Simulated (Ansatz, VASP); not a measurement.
# Two plane-wave programs on GaP

```xyz
2
Lattice="0.0000 2.6844 2.7252 2.7252 0.0000 2.7252 2.7252 2.6844 0.0000" Properties=species:S:1:pos:R:3 pbc="T T T"
Ga    0.0000    0.0000    0.0000
P     4.0879    4.0266    4.0879
```

Change from the starting cell: strain -0.0150 x Voigt [0, 1, 0, 0, 0, 0], atoms carried along.

Alike in both runs: task single point; functional r2SCAN; k mesh 8 × 8 × 8; occupations gaussian, width 0.05 eV; no spin polarisation.

|  | VASP | Ansatz |
| --- | --- | --- |
| version | VASP 6.6.1 | Ansatz 0.2.0 |
| potentials or method | VASP PAW PBE potentials, release 64 (Ga_d, P), cutoff 520 eV | scalar-relativistic, plane waves, PAW |
| valence electrons in the cell | 18 | 18 |

```tsv
	VASP	Ansatz	Ansatz less VASP
gap on the k mesh at the Fermi level (eV)	1.72	1.72	-0.008
least direct gap on the mesh (eV)	2.42	2.44	+0.022
pressure (GPa)	1.4	1.4	+0.05
traceless stress, the component that is largest in VASP (GPa)	0.83	0.81	-0.023
```

VASP's potentials were made for PBE, not for r2SCAN.
